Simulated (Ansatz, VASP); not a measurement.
## One calculation of GaP, two programs

```
CELL_PARAMETERS angstrom
0.00000 2.72540 2.61638
2.72540 0.00000 2.61638
2.72540 2.72540 0.00000
ATOMIC_POSITIONS crystal
Ga 0.00000 0.00000 0.00000
P 0.25000 0.25000 0.25000
```

Change from the starting cell: uniaxial_z strain -4.0%.

Alike in both runs: task single point; functional HSE06; k mesh 6 × 6 × 6; no spin polarisation.

|  | VASP | Ansatz |
| --- | --- | --- |
| version | VASP 6.6.1 | Ansatz 0.2.0 |
| potentials or method | VASP PAW PBE potentials, release 64 (Ga_d, P) | plane waves, PAW |
| plane-wave cutoff (eV) | 520 | 420 |
| occupations | gaussian, width 0.01 eV | fixed |
| valence electrons in the cell | 18 | 18 |

|  | VASP | Ansatz | Ansatz less VASP |
| --- | --- | --- | --- |
| gap on the k mesh at the Fermi level (eV) | 1.86 | 1.85 | -0.004 |
| pressure (GPa) | 4.5 | 4.7 | +0.24 |
| traceless stress, the component that is largest in VASP (GPa) | 2.05 | 2.04 | -0.018 |

Ansatz's warnings: stress exchange threshold loose, stress scf threshold loose.
